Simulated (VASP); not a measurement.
# Sn3Cl2 (R-3m) in VASP: single point with PBE

Aim: the single point of Sn3Cl2 with PBE.

All numbers are computed with VASP 6.6.1; they aren't measurements. Logs are shortened: lines on timing, memory, paths and dates and some standing lists are left out, and cuts for length are marked.

## (1) The cell of the first run

The structure is trigonal, space group R-3m (No. 166). The conventional cell has a = 4.517 Å, b = 4.517 Å, c = 31.315 Å, α = 90.00°, β = 90.00°, γ = 120.00°. Sn (site symmetry -3m) has 6 Cl at 2.93 Å within 3.9 Å. Within 3.7 Å of Sn (site symmetry 3m) lie 3 Sn at 2.80 Å. Within 3.9 Å of Cl (site symmetry 3m) lie 3 Sn at 2.93 Å and 3 Cl at 3.74 Å.

## (2) Single point, PBE

INCAR reads:

```
ALGO = Normal
EDIFF = 1E-6
ENCUT = 520
GGA = PE
ISIF = 2
ISMEAR = 0
LASPH = True
LCHARG = True
LELF = True
LREAL = False
LVHAR = True
LWAVE = False
NBANDS = 36
NELM = 60
PREC = Accurate
SIGMA = 0.1
```

KPOINTS reads:

```
k-points
0
Gamma
  6 6 6
```

POSCAR reads:

```
Sn3Cl2
1.0
    2.2584942744      1.3039422773     10.4383349816
   -2.2584942744      1.3039422773     10.4383349816
    0.0000000000     -2.6078845546     10.4383349816
Sn Cl
3 2
Direct
    0.0000000000      0.0000000000      0.0000000000
    0.1828220703      0.1828220703      0.1828220703
    0.8171779297      0.8171779297      0.8171779297
    0.3762208107      0.3762208107      0.3762208107
    0.6237791893      0.6237791893      0.6237791893
```

Potentials or basis: VASP PAW PBE potentials, release 64 (Sn_d, Cl).

The run is started by

```console
> cat potpaw_PBE.64/Sn_d/POTCAR potpaw_PBE.64/Cl/POTCAR > POTCAR
> mpirun -np 1 vasp_std > vasp.out
```

OUTCAR:

```text
EDIFF = 1E-6
   ENCUT = 520
   GGA = PE
   ISIF = 2
   ISMEAR = 0
   LASPH = True
   LREAL = False
   NELM = 60
   PREC = Accurate

 ion  position               nearest neighbor table
   1  0.000  0.000  0.000-   5 2.93   5 2.93   4 2.93   4 2.93   5 2.93   4 2.93
   2  0.183  0.183  0.183-   3 2.80   3 2.80   3 2.80
   3  0.817  0.817  0.817-   2 2.80   2 2.80   2 2.80
   4  0.376  0.376  0.376-   1 2.93   1 2.93   1 2.93
   5  0.624  0.624  0.624-   1 2.93   1 2.93   1 2.93

  LATTYP: Found a trigonal (rhomboedric) cell.
 ALAT       =    10.7591774332
 COS(alpha) =     0.9118728259

  Lattice vectors:

 A1 = (   2.2584942744,   1.3039422773,  10.4383349816)
 A2 = (  -2.2584942744,   1.3039422773,  10.4383349816)
 A3 = (   0.0000000000,  -2.6078845546,  10.4383349816)

Analysis of symmetry for initial positions (statically):
=====================================================================
 Subroutine PRICEL returns:
 Original cell was already a primitive cell.

 Routine SETGRP: Setting up the symmetry group for a
 trigonal (rhombohedral) supercell.

 Subroutine GETGRP returns: Found 12 space group operations
 (whereof 12 operations were pure point group operations)
 out of a pool of 12 trial point group operations.

The static configuration has the point symmetry D_3d.

Analysis of symmetry for dynamics (positions and initial velocities):
=====================================================================
 Subroutine PRICEL returns:
 Original cell was already a primitive cell.

 Routine SETGRP: Setting up the symmetry group for a
 trigonal (rhombohedral) supercell.

 Subroutine GETGRP returns: Found 12 space group operations
 (whereof 12 operations were pure point group operations)
 out of a pool of 12 trial point group operations.

The dynamic configuration has the point symmetry D_3d.

 Subroutine INISYM returns: Found 12 space group operations
 (whereof 12 operations are pure point group operations),
 and found     1 'primitive' translations

----------------------------------------------------------------------------------------

                                     Primitive cell

  volume of cell :     184.4420

  direct lattice vectors                    reciprocal lattice vectors
     2.258494274  1.303942277 10.438334982     0.221386437  0.127817519  0.031933573
    -2.258494274  1.303942277 10.438334982    -0.221386437  0.127817519  0.031933573
     0.000000000 -2.607884555 10.438334982     0.000000000 -0.255635038  0.031933573

  length of vectors
    10.759177433 10.759177433 10.759177433     0.257621866  0.257621866  0.257621866

  position of ions in fractional coordinates (direct lattice)
     0.000000000  0.000000000  0.000000000
     0.182822070  0.182822070  0.182822070
     0.817177930  0.817177930  0.817177930
     0.376220811  0.376220811  0.376220811
     0.623779189  0.623779189  0.623779189

  ion indices of the primitive-cell ions
   primitive index   ion index
                 1           1
                 2           2
                 3           3
                 4           4
                 5           5

----------------------------------------------------------------------------------------

 KPOINTS: k-points

Automatic generation of k-mesh.
 Grid dimensions read from file:
 generate k-points for:    6    6    6

 Generating k-lattice:

  Cartesian coordinates                     Fractional coordinates (reciprocal lattice)
     0.036897739  0.021302920  0.005322262     0.166666667  0.000000000  0.000000000
    -0.036897739  0.021302920  0.005322262     0.000000000  0.166666667  0.000000000
     0.000000000 -0.042605840  0.005322262     0.000000000  0.000000000  0.166666667

  Length of vectors
     0.042936978  0.042936978  0.042936978

  Shift w.r.t. Gamma in fractional coordinates (k-lattice)
     0.000000000  0.000000000  0.000000000

 Subroutine IBZKPT returns following result:
 ===========================================

 Found     32 irreducible k-points:

 Following reciprocal coordinates:
            Coordinates               Weight
  0.000000  0.000000  0.000000      1.000000
  0.166667  0.000000  0.000000      6.000000
  0.333333  0.000000  0.000000      6.000000
  0.500000  0.000000  0.000000      3.000000
  0.166667  0.166667  0.000000      6.000000
  0.333333  0.166667  0.000000     12.000000
[... 16 lines left out ...]
  0.500000  0.500000  0.166667      6.000000
 -0.333333  0.500000  0.166667     12.000000
 [... further k-points ...]
   k-points           NKPTS =     32   k-points in BZ     NKDIM =     32   number of bands    NBANDS=     36
   number of dos      NEDOS =    301   number of ions     NIONS =      5
   total plane-waves  NPLWV = 512000
   dimension x,y,z NGX =    80 NGY =   80 NGZ =   80
   dimension x,y,z NGXF=   160 NGYF=  160 NGZF=  160
   ions per type =               3   2
   NGX,Y,Z   is equivalent  to a cutoff of  12.36, 12.36, 12.36 a.u.
   NGXF,Y,Z  is equivalent  to a cutoff of  24.72, 24.72, 24.72 a.u.
 SYSTEM =  unknown system
   PREC   = accura    normal or accurate (medium, high low for compatibility)
   ISTART =      0    job   : 0-new  1-cont  2-samecut
   ICHARG =      2    charge: 1-file 2-atom 10-const
   ISPIN  =      1    spin polarized calculation?
   LNONCOLLINEAR =      F non collinear calculations
   LSORBIT =      F    spin-orbit coupling
   LASPH  =      T    aspherical Exc in radial PAW
   ENCUT  =  520.0 eV  38.22 Ry    6.18 a.u.  20.00 20.00 20.00*2*pi/ulx,y,z
   NELM   =     60;   NELMIN=  2; NELMDL= -5     # of ELM steps
   EDIFF  = 0.1E-05   stopping-criterion for ELM
   LREAL  =      F    real-space projection
   EDIFFG = 0.1E-04   stopping-criterion for IOM
   NSW    =      0    number of steps for IOM
   IBRION =     -1    ionic relax: 0-MD 1-quasi-New 2-CG
   NFREE  =      0    steps in history (QN), initial steepest desc. (CG)
   ISIF   =      2    stress and relaxation
   ISYM   =      2    0-nonsym 1-usesym 2-fastsym
   POTIM  = 0.5000    time-step for ionic-motion
   TEBEG  =    0.0;   TEEND  =   0.0 temperature during run
   PSTRESS=    0.0 pullay stress
   NELECT =      56.0000    total number of electrons
   NUPDOWN=      -1.0000    fix difference up-down
   EMIN   =  10.00;   EMAX   =-10.00  energy-range for DOS
   EFERMI =   0.00;   METHOD = LEGACY
   ISMEAR =     0;   SIGMA  =   0.10  broadening in eV -4-tet -1-fermi 0-gaus
   EFERMI_NEDOS =   21; number of points for ismear=-14 and -15
   IALGO  =     38    algorithm
   IMIX   =      4    mixing-type and parameters
     AMIX     =   0.40;   BMIX     =  1.00
     AMIX_MAG =   1.60;   BMIX_MAG =  1.00
  volume/ion in A,a.u.               =      36.89       248.94
  Fermi-wavevector in a.u.,A,eV,Ry     =   1.100316  2.079296 16.472520  1.210696
  Thomas-Fermi vector in A             =   2.236725
   LORBIT       =      0    0 simple, 1 ext, 2 COOP (PROOUT), +10 PAW based schemes
   GGA     = PE    functional components
   LHFCALC =     F    Hartree Fock is set to
   AEXX    =    0.0000 exact exchange contribution
   IVDW    =     0    specifies the selected vdW correction
   LEPSILON=     F    determine dielectric tensor
   LRPA    =     F    only Hartree local field effects (RPA)
 non-spin polarized calculation
 Gauss-broadening in eV      SIGMA  =   0.10
  energy-cutoff  :      520.00
  volume of cell :      184.44
 maximum number of plane-waves:      5030
   NGX = 39   NGY = 39   NGZ = 39

 number of electron      55.9999997 magnetization

 Free energy of the ion-electron system (eV)
  ---------------------------------------------------
  ext. energy  EPLUGINS =         0.00000000
  ---------------------------------------------------
  free energy    TOTEN  =       -17.16725652 eV

  energy without entropy =      -17.16221628  energy(sigma->0) =      -17.16473640

 E-fermi :   3.2448     XC(G=0):  -7.8475

 val. band max:        3.2252125832   @ k =   0.3333   0.3333   0.3333
 cond. band min:       3.2613852648   @ k =   0.1667   0.1667   0.1667
 fundamental gap:      0.0361726816
 Fermi energy:         3.2447736663

 k-point     1 :       0.0000    0.0000    0.0000
  band No.  band energies     occupation
      1     -19.6016      2.00000
      2     -19.5845      2.00000
      3     -19.5845      2.00000
      4     -19.5562      2.00000
      5     -19.5562      2.00000
      6     -18.0561      2.00000
[... 28 lines left out ...]
     35       6.8297      0.00000
     36       9.5174      0.00000

 k-point     2 :       0.1667    0.0000    0.0000
  band No.  band energies     occupation
      1     -19.6004      2.00000
      2     -19.5865      2.00000
      3     -19.5848      2.00000
      4     -19.5574      2.00000
      5     -19.5543      2.00000
      6     -18.0595      2.00000
[... 28 lines left out ...]
     35       7.5817      0.00000
     36       8.7947      0.00000

 k-point     3 :       0.3333    0.0000    0.0000
  band No.  band energies     occupation
      1     -19.5982      2.00000
      2     -19.5907      2.00000
      3     -19.5854      2.00000
      4     -19.5593      2.00000
      5     -19.5504      2.00000
      6     -18.0623      2.00000
[... 28 lines left out ...]
     35       8.4188      0.00000
     36       8.5443      0.00000
[... 742 lines left out ...]
 k-point    23 :       0.5000    0.5000    0.1667
  band No.  band energies     occupation
      1     -19.5982      2.00000
      2     -19.5907      2.00000
      3     -19.5854      2.00000
      4     -19.5593      2.00000
      5     -19.5504      2.00000
      6     -18.0623      2.00000
[... 28 lines left out ...]
     35       8.5332      0.00000
     36       8.5770      0.00000

 k-point    24 :      -0.3333    0.5000    0.1667
  band No.  band energies     occupation
      1     -19.5969      2.00000
      2     -19.5916      2.00000
      3     -19.5868      2.00000
      4     -19.5585      2.00000
      5     -19.5506      2.00000
      6     -18.0709      2.00000
[... 28 lines left out ...]
     35       8.2505      0.00000
     36       8.5049      0.00000

 [... further k-points ...]

------------------------ aborting loop because EDIFF is reached ----------------------------------------

  FORCE on cell =-STRESS in cart. coord.  units (eV):
  Direction    XX          YY          ZZ          XY          YZ          ZX
  --------------------------------------------------------------------------------------
  -------------------------------------------------------------------------------------
  Total        0.1156125      0.1156125      0.1483447      0.0000000     -0.0000000      0.0000000
  in kB        1.0042817      1.0042817      1.2886138      0.0000000     -0.0000000      0.0000000
  external PRESSURE =       1.0990591 kB  Pullay stress =       0.0000000 kB

 VOLUME and BASIS-vectors are now :
 -----------------------------------------------------------------------------
  energy-cutoff  :      520.00
  volume of cell :      184.44
      direct lattice vectors                 reciprocal lattice vectors
     2.258494274  1.303942277 10.438334982     0.221386437  0.127817519  0.031933573
    -2.258494274  1.303942277 10.438334982    -0.221386437  0.127817519  0.031933573
     0.000000000 -2.607884555 10.438334982     0.000000000 -0.255635038  0.031933573

 POSITION                                       TOTAL-FORCE (eV/Angst)
 -----------------------------------------------------------------------------------
      0.00000      0.00000      0.00000         0.000000      0.000000     -0.000000
      0.00000      0.00000      5.72507         0.000000      0.000000      0.004902
      0.00000      0.00000     25.58993         0.000000     -0.000000     -0.004902
      0.00000      0.00000     11.78136         0.000000      0.000000     -0.001062
      0.00000      0.00000     19.53365         0.000000     -0.000000      0.001062
 -----------------------------------------------------------------------------------
    total drift:                               -0.000000     -0.000000      0.000000

  FREE ENERGIE OF THE ION-ELECTRON SYSTEM (eV)
  ---------------------------------------------------
  free  energy   TOTEN  =       -17.1672565181 eV

  energy  without entropy=      -17.1622162787  energy(sigma->0) =      -17.16473640
```

It took 33 min on 1 thread of Intel Xeon 8259CL, shared host; peak memory 0.92 GiB.

Results:

| Item | Value |
| --- | --- |
| Free energy | -17.1673 eV |
| Pressure | 0.1 GPa |
| Largest force | 0.005 eV/Å |
| Band gap on the k mesh | zero (bands 28 and 29 overlap by 0.24 eV) |

Forces on the atoms (eV/Å):
```
Sn   0.000  0.000  0.000
Sn   0.000  0.000  0.005
Sn   0.000  0.000 -0.005
Cl   0.000  0.000 -0.001
Cl   0.000  0.000  0.001
```

Caveat: spin-orbit coupling is left out, which moves the levels of the heavy elements.

The gap in the log of VASP goes by the Fermi energy; the results here count the filled bands.